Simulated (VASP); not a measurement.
# Ta (I4/mmm) in VASP: single point with PBE

Aim: the single point of Ta with PBE.

Everything below comes from runs of VASP 6.6.1. Logs are shortened: lines on timing, memory, paths and dates and some standing lists are left out, and cuts for length are marked.

### 1 The cell of the first run

Symmetry: I4/mmm, No. 139, tetragonal system. The conventional cell has a = 3.435 Å, b = 3.435 Å, c = 3.170 Å, α = 90.00°, β = 90.00°, γ = 90.00°. Ta (site symmetry 4/mmm) has 14 Ta at 2.90 to 3.43 Å within 3.8 Å.

### 2 Single point, PBE (strain +0.040 along x and y, -0.040 along z)

INCAR reads:

```
ALGO = Normal
EDIFF = 1E-6
ENCUT = 520
GGA = PE
ISIF = 2
ISMEAR = 0
LASPH = T
LCHARG = F
LREAL = F
LWAVE = F
NBANDS = 12
NELM = 100
PREC = Accurate
SIGMA = 0.15
```

KPOINTS reads:

```
k-points
0
Gamma
  20 20 20
```

POSCAR reads:

```
Ta
1.0
   -1.7173312000      1.7173312000      1.5852288000
    1.7173312000     -1.7173312000      1.5852288000
    1.7173312000      1.7173312000     -1.5852288000
Ta
1
Direct
    0.0000000000      0.0000000000      0.0000000000
```

Potentials or basis: VASP PAW PBE potentials, release 64 (Ta_pv).

On the command line:

```bash
$ cat potpaw_PBE.64/Ta_pv/POTCAR > POTCAR
$ mpirun -np 1 vasp_std > vasp.out
```

OUTCAR:

```text
EDIFF = 1E-6
   ENCUT = 520
   GGA = PE
   ISIF = 2
   ISMEAR = 0
   LASPH = T
   LREAL = F
   NELM = 100
   PREC = Accurate

 ion  position               nearest neighbor table
   1  0.000  0.000  0.000-

  LATTYP: Found a body centered tetragonal cell.
 ALAT       =     3.4346624000
 C/A-ratio  =     0.9230769231

  Lattice vectors:

 A1 = (  -1.7173312000,   1.7173312000,   1.5852288000)
 A2 = (   1.7173312000,  -1.7173312000,   1.5852288000)
 A3 = (   1.7173312000,   1.7173312000,  -1.5852288000)

Analysis of symmetry for initial positions (statically):
=====================================================================
 Subroutine PRICEL returns:
 Original cell was already a primitive cell.

 Routine SETGRP: Setting up the symmetry group for a
 body centered tetragonal supercell.

 Subroutine GETGRP returns: Found 16 space group operations
 (whereof 16 operations were pure point group operations)
 out of a pool of 16 trial point group operations.

The static configuration has the point symmetry D_4h.

Analysis of symmetry for dynamics (positions and initial velocities):
=====================================================================
 Subroutine PRICEL returns:
 Original cell was already a primitive cell.

 Routine SETGRP: Setting up the symmetry group for a
 body centered tetragonal supercell.

 Subroutine GETGRP returns: Found 16 space group operations
 (whereof 16 operations were pure point group operations)
 out of a pool of 16 trial point group operations.

The dynamic configuration has the point symmetry D_4h.

 Subroutine INISYM returns: Found 16 space group operations
 (whereof 16 operations are pure point group operations),
 and found     1 'primitive' translations

----------------------------------------------------------------------------------------

                                     Primitive cell

  volume of cell :      18.7008

  direct lattice vectors                    reciprocal lattice vectors
    -1.717331200  1.717331200  1.585228800     0.000000000  0.291149430  0.315411882
     1.717331200 -1.717331200  1.585228800     0.291149430  0.000000000  0.315411882
     1.717331200  1.717331200 -1.585228800     0.291149430  0.291149430  0.000000000

  length of vectors
     2.900241929  2.900241929  2.900241929     0.429246603  0.429246603  0.411747473

  position of ions in fractional coordinates (direct lattice)
     0.000000000  0.000000000  0.000000000

  ion indices of the primitive-cell ions
   primitive index   ion index
                 1           1

----------------------------------------------------------------------------------------

 KPOINTS: k-points

Automatic generation of k-mesh.
 Grid dimensions read from file:
 generate k-points for:   20   20   20

 Generating k-lattice:

  Cartesian coordinates                     Fractional coordinates (reciprocal lattice)
     0.000000000  0.014557471  0.015770594     0.050000000  0.000000000  0.000000000
     0.014557471  0.000000000  0.015770594     0.000000000  0.050000000  0.000000000
     0.014557471  0.014557471  0.000000000     0.000000000  0.000000000  0.050000000

  Length of vectors
     0.021462330  0.021462330  0.020587374

  Shift w.r.t. Gamma in fractional coordinates (k-lattice)
     0.000000000  0.000000000  0.000000000

 Subroutine IBZKPT returns following result:
 ===========================================

 Found    641 irreducible k-points:

 Following reciprocal coordinates:
            Coordinates               Weight
  0.000000  0.000000  0.000000      1.000000
  0.050000  0.000000 -0.000000      8.000000
  0.100000  0.000000 -0.000000      8.000000
  0.150000  0.000000  0.000000      8.000000
  0.200000  0.000000 -0.000000      8.000000
  0.250000  0.000000 -0.000000      8.000000
[... 16 lines left out ...]
 -0.400000  0.050000  0.000000     16.000000
 -0.350000  0.050000  0.000000     16.000000
 [... further k-points ...]
   k-points           NKPTS =    641   k-points in BZ     NKDIM =    641   number of bands    NBANDS=     12
   number of dos      NEDOS =    301   number of ions     NIONS =      1
   total plane-waves  NPLWV =  13824
   dimension x,y,z NGX =    24 NGY =   24 NGZ =   24
   dimension x,y,z NGXF=    48 NGYF=   48 NGZF=   48
   ions per type =               1
   NGX,Y,Z   is equivalent  to a cutoff of  13.76, 13.76, 13.76 a.u.
   NGXF,Y,Z  is equivalent  to a cutoff of  27.51, 27.51, 27.51 a.u.
 SYSTEM =  unknown system
   PREC   = accura    normal or accurate (medium, high low for compatibility)
   ISTART =      0    job   : 0-new  1-cont  2-samecut
   ICHARG =      2    charge: 1-file 2-atom 10-const
   ISPIN  =      1    spin polarized calculation?
   LNONCOLLINEAR =      F non collinear calculations
   LSORBIT =      F    spin-orbit coupling
   LASPH  =      T    aspherical Exc in radial PAW
   ENCUT  =  520.0 eV  38.22 Ry    6.18 a.u.   5.39  5.39  5.39*2*pi/ulx,y,z
   NELM   =    100;   NELMIN=  2; NELMDL= -5     # of ELM steps
   EDIFF  = 0.1E-05   stopping-criterion for ELM
   LREAL  =      F    real-space projection
   EDIFFG = 0.1E-04   stopping-criterion for IOM
   NSW    =      0    number of steps for IOM
   IBRION =     -1    ionic relax: 0-MD 1-quasi-New 2-CG
   NFREE  =      0    steps in history (QN), initial steepest desc. (CG)
   ISIF   =      2    stress and relaxation
   ISYM   =      2    0-nonsym 1-usesym 2-fastsym
   POTIM  = 0.5000    time-step for ionic-motion
   TEBEG  =    0.0;   TEEND  =   0.0 temperature during run
   PSTRESS=    0.0 pullay stress
   NELECT =      11.0000    total number of electrons
   NUPDOWN=      -1.0000    fix difference up-down
   EMIN   =  10.00;   EMAX   =-10.00  energy-range for DOS
   EFERMI =   0.00;   METHOD = LEGACY
   ISMEAR =     0;   SIGMA  =   0.15  broadening in eV -4-tet -1-fermi 0-gaus
   EFERMI_NEDOS =   21; number of points for ismear=-14 and -15
   IALGO  =     38    algorithm
   IMIX   =      4    mixing-type and parameters
     AMIX     =   0.40;   BMIX     =  1.00
     AMIX_MAG =   1.60;   BMIX_MAG =  1.00
  volume/ion in A,a.u.               =      18.70       126.20
  Fermi-wavevector in a.u.,A,eV,Ry     =   1.371679  2.592097 25.599392  1.881502
  Thomas-Fermi vector in A             =   2.497354
   LORBIT       =      0    0 simple, 1 ext, 2 COOP (PROOUT), +10 PAW based schemes
   GGA     = PE    functional components
   LHFCALC =     F    Hartree Fock is set to
   AEXX    =    0.0000 exact exchange contribution
   IVDW    =     0    specifies the selected vdW correction
   LEPSILON=     F    determine dielectric tensor
   LRPA    =     F    only Hartree local field effects (RPA)
 non-spin polarized calculation
 Gauss-broadening in eV      SIGMA  =   0.15
  energy-cutoff  :      520.00
  volume of cell :       18.70
 maximum number of plane-waves:       521
 NGX is ok and might be reduce to    24
   NGX = 11   NGY = 11   NGZ = 11

 number of electron      11.0000002 magnetization

 Free energy of the ion-electron system (eV)
  ---------------------------------------------------
  ext. energy  EPLUGINS =         0.00000000
  ---------------------------------------------------
  free energy    TOTEN  =       -11.79267100 eV

  energy without entropy =      -11.77602043  energy(sigma->0) =      -11.78434571

 E-fermi :   5.2080     XC(G=0): -12.4261

 val. band max:        5.2005056708   @ k =  -0.1500  -0.2500   0.1500
 cond. band min:       5.2081763392   @ k =  -0.1500   0.1500   0.0000
 fundamental gap:      0.0076706684
 Fermi energy:         5.2079527813

 k-point     1 :       0.0000    0.0000    0.0000
  band No.  band energies     occupation
      1     -28.0388      2.00000
      2     -28.0388      2.00000
      3     -28.0194      2.00000
      4      -2.5835      2.00000
      5       5.3037      0.36660
      6       6.3199      0.00000
      7       6.3199      0.00000
      8       8.3036      0.00000
      9       9.6907      0.00000
     10      19.5936      0.00000
     11      19.5936      0.00000
     12      19.7533      0.00000

 k-point     2 :       0.0500    0.0000   -0.0000
  band No.  band energies     occupation
      1     -28.0589      2.00000
      2     -28.0476      2.00000
      3     -28.0278      2.00000
      4      -2.4727      2.00000
      5       5.3248      0.27076
      6       6.2859      0.00000
      7       6.3241      0.00000
      8       8.3015      0.00000
      9       9.5903      0.00000
     10      19.7528      0.00000
     11      19.7963      0.00000
     12      19.8054      0.00000

 k-point     3 :       0.1000    0.0000   -0.0000
  band No.  band energies     occupation
      1     -28.1357      2.00000
      2     -28.0732      2.00000
      3     -28.0333      2.00000
      4      -2.1490      2.00000
      5       5.3019      0.37568
      6       6.1585      0.00000
      7       6.4370      0.00000
      8       8.3160      0.00000
      9       9.3676      0.00000
     10      19.7527      0.00000
     11      20.3071      0.00000
     12      20.3860      0.00000

 k-point     4 :       0.1500    0.0000    0.0000
  band No.  band energies     occupation
      1     -28.2565      2.00000
      2     -28.1129      2.00000
      3     -28.0386      2.00000
      4      -1.6391      2.00000
      5       5.1137      1.62577
      6       5.8999      0.00000
      7       6.8152      0.00000
      8       8.4004      0.00000
      9       9.1661      0.00000
     10      19.7523      0.00000
     11      20.7412      0.00000
     12      21.3151      0.00000

 k-point     5 :       0.2000    0.0000   -0.0000
  band No.  band energies     occupation
      1     -28.4060      2.00000
      2     -28.1625      2.00000
      3     -28.0448      2.00000
      4      -0.9924      2.00000
      5       4.8034      1.99986
      6       5.5485      0.00132
      7       7.4525      0.00000
      8       8.5916      0.00000
      9       9.0665      0.00000
     10      19.7510      0.00000
     11      20.6375      0.00000
     12      22.5232      0.00000

 k-point     6 :       0.2500    0.0000   -0.0000
  band No.  band energies     occupation
      1     -28.5677      2.00000
      2     -28.2169      2.00000
      3     -28.0515      2.00000
      4      -0.2918      2.00000
      5       4.4556      2.00000
      6       5.2389      0.77034
      7       8.2890      0.00000
      8       8.8326      0.00000
      9       9.1177      0.00000
     10      19.7417      0.00000
     11      19.9270      0.00000
     12      22.1889      0.00000

 k-point     7 :       0.3000    0.0000    0.0000
  band No.  band energies     occupation
      1     -28.7255      2.00000
      2     -28.2708      2.00000
      3     -28.0582      2.00000
      4       0.3367      2.00000
      5       4.1239      2.00000
      6       5.1418      1.46698
      7       8.9615      0.00000
      8       9.2740      0.00000
      9       9.4140      0.00000
     10      18.9479      0.00000
     11      19.7490      0.00000
     12      20.9831      0.00000

 k-point     8 :       0.3500    0.0000   -0.0000
  band No.  band energies     occupation
      1     -28.8647      2.00000
      2     -28.3190      2.00000
      3     -28.0643      2.00000
      4       0.7599      2.00000
      5       3.8409      2.00000
      6       5.3878      0.08988
      7       9.0301      0.00000
      8       9.8131      0.00000
      9      10.3465      0.00000
     10      18.0004      0.00000
     11      19.4443      0.00000
     12      19.7924      0.00000
[... 166 lines left out ...]
 k-point    20 :       0.4500    0.0500    0.0000
  band No.  band energies     occupation
      1     -29.0526      2.00000
      2     -28.3934      2.00000
      3     -28.0838      2.00000
      4       1.0787      2.00000
      5       3.4811      2.00000
      6       6.6047      0.00000
      7       8.9675      0.00000
      8      10.6006      0.00000
      9      12.5982      0.00000
     10      16.3974      0.00000
     11      17.0187      0.00000
     12      19.7601      0.00000

 k-point    21 :       0.5000    0.0500   -0.0000
  band No.  band energies     occupation
      1     -29.0504      2.00000
      2     -28.3939      2.00000
      3     -28.0823      2.00000
      4       1.0776      2.00000
      5       3.4865      2.00000
      6       6.6099      0.00000
      7       8.9619      0.00000
      8      10.5117      0.00000
      9      12.6240      0.00000
     10      16.3746      0.00000
     11      17.1391      0.00000
     12      19.7602      0.00000

 k-point    22 :      -0.4500    0.0500   -0.0000
  band No.  band energies     occupation
      1     -29.0032      2.00000
      2     -28.3772      2.00000
      3     -28.0788      2.00000
      4       1.0577      2.00000
      5       3.5792      2.00000
      6       6.1286      0.00000
      7       9.0469      0.00000
      8      10.2188      0.00000
      9      12.0147      0.00000
     10      16.7899      0.00000
     11      17.8562      0.00000
     12      19.7617      0.00000

 k-point    23 :      -0.4000    0.0500    0.0000
  band No.  band energies     occupation
      1     -28.9148      2.00000
      2     -28.3449      2.00000
      3     -28.0734      2.00000
      4       0.9480      2.00000
      5       3.7540      2.00000
      6       5.5183      0.00343
      7       9.1165      0.00000
      8       9.7994      0.00000
      9      11.0566      0.00000
     10      17.4529      0.00000
     11      19.0861      0.00000
     12      19.7710      0.00000

 k-point    24 :      -0.3500    0.0500    0.0000
  band No.  band energies     occupation
      1     -28.7924      2.00000
      2     -28.2997      2.00000
      3     -28.0668      2.00000
      4       0.6361      2.00000
      5       4.0002      2.00000
      6       5.1221      1.58194
      7       9.0546      0.00000
      8       9.4032      0.00000
      9      10.0115      0.00000
     10      18.3094      0.00000
     11      19.7463      0.00000
     12      20.5891      0.00000

 [... further k-points ...]
[... 5 lines left out ...]
  --------------------------------------------------------------------------------------
  -------------------------------------------------------------------------------------
  Total       -0.6511849     -0.6511849      0.0812707      0.0000000      0.0000000      0.0000000
  in kB      -55.7898018    -55.7898018      6.9628094      0.0000000      0.0000000      0.0000000
  external PRESSURE =     -34.8722647 kB  Pullay stress =       0.0000000 kB

 VOLUME and BASIS-vectors are now :
 -----------------------------------------------------------------------------
  energy-cutoff  :      520.00
  volume of cell :       18.70
      direct lattice vectors                 reciprocal lattice vectors
    -1.717331200  1.717331200  1.585228800     0.000000000  0.291149430  0.315411882
     1.717331200 -1.717331200  1.585228800     0.291149430  0.000000000  0.315411882
     1.717331200  1.717331200 -1.585228800     0.291149430  0.291149430  0.000000000

 POSITION                                       TOTAL-FORCE (eV/Angst)
 -----------------------------------------------------------------------------------
      0.00000      0.00000      0.00000        -0.000000     -0.000000     -0.000000
 -----------------------------------------------------------------------------------
    total drift:                               -0.000000     -0.000000     -0.000000

  FREE ENERGIE OF THE ION-ELECTRON SYSTEM (eV)
  ---------------------------------------------------
  free  energy   TOTEN  =       -11.7926709981 eV

  energy  without entropy=      -11.7760204311  energy(sigma->0) =      -11.78434571
```

Wall time 82 s (1 thread of AMD EPYC 7R13 (Zen 3), shared host); peak memory 0.22 GiB.

What came out:

```
Free energy : -11.7927 eV
Pressure    : -3.5 GPa
```

Levels at points of the mesh, in eV from the Fermi level:
| k point | band 2 | band 3 | band 4 | band 5 | band 6 | band 7 | band 8 | band 9 |
| --- | --- | --- | --- | --- | --- | --- | --- | --- |
| (0.00, 0.00, 0.00) | -33.25 | -33.23 | -7.79 | 0.10 | 1.11 | 1.11 | 3.10 | 4.48 |
| (0.50, 0.00, 0.00) | -33.60 | -33.28 | -4.20 | -1.76 | 1.62 | 3.76 | 5.34 | 7.40 |
| (0.50, 0.50, 0.00) | -33.52 | -33.22 | -4.29 | -0.72 | 1.04 | 2.84 | 4.27 | 7.26 |
| (0.50, 0.50, 0.50) | -34.02 | -33.84 | -3.70 | -3.51 | 6.43 | 6.43 | 6.74 | 7.63 |

Caveat: the cell differs from its parent crystal (strain +0.040 along x and y, -0.040 along z); spin-orbit coupling is left out, which moves the levels of the heavy elements.
